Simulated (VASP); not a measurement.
# Ta (P6/mmm) in VASP: a series of runs

Runs on Ta. Level: PBEsol. Tasks: relaxation of cell and atoms.

All numbers are computed with VASP 6.6.1; they aren't measurements. Logs are shortened: lines on timing, memory, paths and dates and some standing lists are left out, and cuts for length are marked.

## 1. The cell of the first run

Symmetry: P6/mmm, No. 191, hexagonal system. Conventional cell: a = 2.650 Å, b = 2.650 Å, c = 2.509 Å, α = 90.00°, β = 90.00°, γ = 120.00°. Ta (site symmetry 6/mmm) has 8 Ta at 2.51 to 2.65 Å within 3.3 Å.

This isn't the form of Ta at room conditions, which is bcc.

## 2. Relaxation of cell and atoms, PBEsol, target pressure 58 GPa, at which the enthalpy is minimised

INCAR reads:

```
  PREC = Accurate
  ENCUT = 600
  EDIFF = 1E-6
  ISMEAR = -1
  SIGMA = 0.08
  LREAL = False
  LASPH = True
  NELM = 60
  ALGO = Normal
  ISIF = 3
  LWAVE = False
  LCHARG = False
  GGA = PS
  IBRION = 2
  NSW = 32
  EDIFFG = -0.005
  PSTRESS = 580.0
```

KPOINTS reads:

```
regular mesh
0
Gamma
  17 17 15
```

POSCAR reads:

```
Ta
1.0
    2.6503701358      0.0000000000      0.0000000000
   -1.3251850679      2.2952878670      0.0000000000
    0.0000000000      0.0000000000      2.5093004568
Ta
1
Direct
    0.0000000000      0.0000000000      0.0000000000
```

Potentials or basis: VASP PAW PBE potentials, release 64 (Ta_pv).

Command:

```
cat potpaw_PBE.64/Ta_pv/POTCAR > POTCAR
mpirun -np 1 vasp_std > vasp.out
```

OUTCAR:

```text
PREC = Accurate
   ENCUT = 600
   EDIFF = 1E-6
   ISMEAR = -1
   LREAL = False
   LASPH = True
   NELM = 60
   ISIF = 3
   GGA = PS
   IBRION = 2
   NSW = 32
   EDIFFG = -0.005
   PSTRESS = 580.0

 ion  position               nearest neighbor table
   1  0.000  0.000  0.000-

  LATTYP: Found a hexagonal cell.
 ALAT       =     2.6503701358
 C/A-ratio  =     0.9467735932

  Lattice vectors:

 A1 = (   2.6503701358,   0.0000000000,   0.0000000000)
 A2 = (  -1.3251850679,   2.2952878670,   0.0000000000)
 A3 = (   0.0000000000,   0.0000000000,   2.5093004568)

Analysis of symmetry for initial positions (statically):
=====================================================================
 Subroutine PRICEL returns:
 Original cell was already a primitive cell.

 Routine SETGRP: Setting up the symmetry group for a
 hexagonal supercell.

 Subroutine GETGRP returns: Found 24 space group operations
 (whereof 24 operations were pure point group operations)
 out of a pool of 24 trial point group operations.

The static configuration has the point symmetry D_6h.

Analysis of symmetry for dynamics (positions and initial velocities):
=====================================================================
 Subroutine PRICEL returns:
 Original cell was already a primitive cell.

 Routine SETGRP: Setting up the symmetry group for a
 hexagonal supercell.

 Subroutine GETGRP returns: Found 24 space group operations
 (whereof 24 operations were pure point group operations)
 out of a pool of 24 trial point group operations.

The dynamic configuration has the point symmetry D_6h.

 Subroutine INISYM returns: Found 24 space group operations
 (whereof 24 operations are pure point group operations),
 and found     1 'primitive' translations

----------------------------------------------------------------------------------------

                                     Primitive cell

  volume of cell :      15.2650

  direct lattice vectors                    reciprocal lattice vectors
     2.650370136  0.000000000  0.000000000     0.377305791  0.217837600  0.000000000
    -1.325185068  2.295287867  0.000000000     0.000000000  0.435675200  0.000000000
     0.000000000  0.000000000  2.509300457     0.000000000  0.000000000  0.398517442

  length of vectors
     2.650370136  2.650370136  2.509300457     0.435675200  0.435675200  0.398517442

  position of ions in fractional coordinates (direct lattice)
     0.000000000  0.000000000  0.000000000

  ion indices of the primitive-cell ions
   primitive index   ion index
                 1           1

----------------------------------------------------------------------------------------

 KPOINTS: regular mesh

Automatic generation of k-mesh.
 Grid dimensions read from file:
 generate k-points for:   17   17   15

 Generating k-lattice:

  Cartesian coordinates                     Fractional coordinates (reciprocal lattice)
     0.022194458  0.012813976  0.000000000     0.058823529  0.000000000  0.000000000
     0.000000000  0.025627953  0.000000000     0.000000000  0.058823529  0.000000000
     0.000000000  0.000000000  0.026567829     0.000000000  0.000000000  0.066666667

  Length of vectors
     0.025627953  0.025627953  0.026567829

  Shift w.r.t. Gamma in fractional coordinates (k-lattice)
     0.000000000  0.000000000  0.000000000

 Subroutine IBZKPT returns following result:
 ===========================================

 Found    264 irreducible k-points:

 Following reciprocal coordinates:
            Coordinates               Weight
  0.000000  0.000000  0.000000      1.000000
  0.058824  0.000000  0.000000      6.000000
  0.117647  0.000000  0.000000      6.000000
  0.176471  0.000000  0.000000      6.000000
  0.235294  0.000000  0.000000      6.000000
  0.294118 -0.000000  0.000000      6.000000
[... 16 lines left out ...]
  0.411765  0.117647  0.000000     12.000000
  0.176471  0.176471  0.000000      6.000000
 [... further k-points ...]
   k-points           NKPTS =    264   k-points in BZ     NKDIM =    264   number of bands    NBANDS=      9
   number of dos      NEDOS =    301   number of ions     NIONS =      1
   total plane-waves  NPLWV =  11520
   dimension x,y,z NGX =    24 NGY =   24 NGZ =   20
   dimension x,y,z NGXF=    48 NGYF=   48 NGZF=   40
   ions per type =               1
   NGX,Y,Z   is equivalent  to a cutoff of  15.05, 15.05, 13.25 a.u.
   NGXF,Y,Z  is equivalent  to a cutoff of  30.11, 30.11, 26.50 a.u.
 SYSTEM =  unknown system
   PREC   = accura    normal or accurate (medium, high low for compatibility)
   ISTART =      0    job   : 0-new  1-cont  2-samecut
   ICHARG =      2    charge: 1-file 2-atom 10-const
   ISPIN  =      1    spin polarized calculation?
   LNONCOLLINEAR =      F non collinear calculations
   LSORBIT =      F    spin-orbit coupling
   LASPH  =      T    aspherical Exc in radial PAW
   ENCUT  =  600.0 eV  44.10 Ry    6.64 a.u.   5.29  5.29  5.01*2*pi/ulx,y,z
   NELM   =     60;   NELMIN=  2; NELMDL= -5     # of ELM steps
   EDIFF  = 0.1E-05   stopping-criterion for ELM
   LREAL  =      F    real-space projection
   EDIFFG = -.5E-02   stopping-criterion for IOM
   NSW    =     32    number of steps for IOM
   IBRION =      2    ionic relax: 0-MD 1-quasi-New 2-CG
   NFREE  =      1    steps in history (QN), initial steepest desc. (CG)
   ISIF   =      3    stress and relaxation
   ISYM   =      2    0-nonsym 1-usesym 2-fastsym
   POTIM  = 0.5000    time-step for ionic-motion
   TEBEG  =    0.0;   TEEND  =   0.0 temperature during run
   PSTRESS=  580.0 pullay stress
   NELECT =      11.0000    total number of electrons
   NUPDOWN=      -1.0000    fix difference up-down
   EMIN   =  10.00;   EMAX   =-10.00  energy-range for DOS
   EFERMI =   0.00;   METHOD = LEGACY
   ISMEAR =    -1;   SIGMA  =   0.08  broadening in eV -4-tet -1-fermi 0-gaus
   EFERMI_NEDOS =   21; number of points for ismear=-14 and -15
   IALGO  =     38    algorithm
   IMIX   =      4    mixing-type and parameters
     AMIX     =   0.40;   BMIX     =  1.00
     AMIX_MAG =   1.60;   BMIX_MAG =  1.00
  volume/ion in A,a.u.               =      15.26       103.01
  Fermi-wavevector in a.u.,A,eV,Ry     =   1.467710  2.773570 29.309301  2.154173
  Thomas-Fermi vector in A             =   2.583295
   LORBIT       =      0    0 simple, 1 ext, 2 COOP (PROOUT), +10 PAW based schemes
   GGA     = PS    functional components
   LHFCALC =     F    Hartree Fock is set to
   AEXX    =    0.0000 exact exchange contribution
   IVDW    =     0    specifies the selected vdW correction
   LEPSILON=     F    determine dielectric tensor
   LRPA    =     F    only Hartree local field effects (RPA)
 conjugate gradient relaxation of ions
 non-spin polarized calculation
  energy-cutoff  :      600.00
  volume of cell :       15.26
 maximum number of plane-waves:       527
 NGX is ok and might be reduce to    24
   NGX = 11   NGY = 11   NGZ = 11

--------------------------------------- Ionic step        1  -------------------------------------------

 number of electron      10.9999998 magnetization

 Free energy of the ion-electron system (eV)
  ---------------------------------------------------
  ext. energy  EPLUGINS =         0.00000000
  ---------------------------------------------------
  free energy    TOTEN  =       -11.24506316 eV

  energy without entropy =      -11.22714976  energy(sigma->0) =      -11.23610646

------------------------ aborting loop because EDIFF is reached ----------------------------------------

  FORCE on cell =-STRESS in cart. coord.  units (eV):
  Direction    XX          YY          ZZ          XY          YZ          ZX
  --------------------------------------------------------------------------------------
  -------------------------------------------------------------------------------------
  Total        5.6269576      5.6269576      5.6335823      0.0000000      0.0000000      0.0000000
  in kB      590.5924234    590.5924234    591.2877308      0.0000000      0.0000000      0.0000000
  external PRESSURE =      10.8241925 kB  Pullay stress =     580.0000000 kB
[... 244 lines left out ...]
  enthalpy is  TOTEN    =        -5.7191640383 eV   P V=        5.5415960998

--------------------------------------- Ionic step        8  -------------------------------------------

 number of electron      10.9999998 magnetization

 Free energy of the ion-electron system (eV)
  ---------------------------------------------------
  ext. energy  EPLUGINS =         0.00000000
  ---------------------------------------------------
  free energy    TOTEN  =       -11.26047318 eV

  energy without entropy =      -11.24246300  energy(sigma->0) =      -11.25146809

 E-fermi :   7.3067     XC(G=0): -13.5220

 val. band max:        7.2967599398   @ k =   0.4706   0.0588   0.2000
 cond. band min:       7.3304492327   @ k =   0.0588   0.0000   0.0667
 fundamental gap:      0.0336892929
 Fermi energy:         7.3067143421

 k-point     1 :       0.0000    0.0000    0.0000
  band No.  band energies     occupation
      1     -25.6649      2.00000
      2     -25.6278      2.00000
      3     -25.6278      2.00000
      4      -1.6488      2.00000
      5       3.0552      2.00000
      6       7.5099      0.14630
      7       7.5099      0.14630
      8      15.3297      0.00000
      9      15.3297      0.00000
[... 265 lines left out ...]
 k-point    24 :       0.1765    0.1765    0.0000
  band No.  band energies     occupation
      1     -27.1422      2.00000
      2     -26.1616      2.00000
      3     -25.4746      2.00000
      4       1.8542      2.00000
      5       4.7904      2.00000
      6       4.9529      2.00000
      7      11.3722      0.00000
      8      12.2955      0.00000
      9      13.9829      0.00000

 [... further k-points ...]
[... 5 lines left out ...]
  --------------------------------------------------------------------------------------
  -------------------------------------------------------------------------------------
  Total        5.5433876      5.5433876      5.5429700      0.0000000      0.0000000     -0.0000000
  in kB      580.2180382    580.2180382    580.1743342      0.0000000      0.0000000     -0.0000000
  external PRESSURE =       0.2034702 kB  Pullay stress =     580.0000000 kB
[... 16 lines left out ...]
  FREE ENERGIE OF THE ION-ELECTRON SYSTEM (eV)
  ---------------------------------------------------
  free  energy   TOTEN  =       -11.2604731767 eV

  energy  without entropy=      -11.2424630048  energy(sigma->0) =      -11.25146809

  enthalpy is  TOTEN    =        -5.7191687562 eV   P V=        5.5413044205

 reached required accuracy - stopping structural energy minimisation
```

Run time: 2.3 min. Hardware: 1 thread of Intel Xeon Platinum 8259CL at 2.50GHz (Skylake/Cascade Lake), shared host; peak memory 0.18 GiB.

Results:

| Item | Value |
| --- | --- |
| Free energy | -11.2605 eV |
| Relaxed volume | 15.31 Å³/atom |
| Relaxed cell | a = 2.653 Å, b = 2.653 Å, c = 2.512 Å, α = 90.00°, β = 90.00°, γ = 120.00° |
| Space group after relaxing (to 0.1 Å) | P6/mmm (No. 191) |
| Energy change on relaxing (the run minimises the enthalpy) | -15.4 meV/atom |
| Ionic steps | 8 |
| Pressure after relaxing | 58.0 GPa |
| Band gap on the k mesh | zero (an odd number of electrons rules out a gap without spin polarisation) |

Step by step:
```tsv
step	energy change (eV)	largest force (eV/Å)	pressure (GPa)	volume (Å³)
1	0.0000	0.0000	59.08	15.26
2	-0.0805	0.0000	53.61	15.49
3	-0.0159	0.0000	57.99	15.31
4	-0.0156	0.0000	57.98	15.31
5	-0.0078	0.0000	58.53	15.29
6	-0.0152	0.0000	58.06	15.31
7	-0.0157	0.0000	58.01	15.31
8	-0.0154	0.0000	58.02	15.31
```

Final structure:
```
Ta
1.0
     2.65255    0.00000    0.00000
    -1.32627    2.29717    0.00000
     0.00000    0.00000    2.51210
Ta
1
Direct
  0.00000 0.00000 0.00000
```

Caveat: the cell is relaxed towards a set pressure, so the run minimises the enthalpy, not the energy; the PAW data sets were made with another functional, which shifts forces and pressure a little; spin-orbit coupling is left out, which moves the levels of the heavy elements.

[end of part 1 of 2]
